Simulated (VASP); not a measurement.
The system is P.

```xyz
2
Lattice="0.0000 2.7391 2.7391 2.7391 0.0000 2.7391 2.7391 2.7391 0.0000" Properties=species:S:1:pos:R:3 pbc="T T T"
P     0.6848    0.6848    0.6848
P     4.7934    4.7934    4.7934
```

Base run:

| Quantity | Value |
| --- | --- |
| Program | VASP 6.6.1 |
| Functional | PBE |
| Potentials or basis | VASP PAW PBE potentials, release 64 (P) |
| Cutoff | 520 eV |
| k mesh | 16 × 16 × 16 |
| Occupations | fermi-dirac, width 0.1 eV |
| Spin | no spin polarisation |

Its results: band gap on the k mesh zero (band 5 reaches 7.49 eV, above the bottom of band 6 at 4.80 eV); pressure 0.1 GPa.

The run is repeated on the same cell with these changes: k mesh from 16 × 16 × 16 to 5 × 5 × 5. What comes out?

Band gap on the k mesh zero (band 5 reaches 6.76 eV, above the bottom of band 6 at 5.33 eV); pressure -0.4 GPa.

Caveats: some runs use coarse meshes.
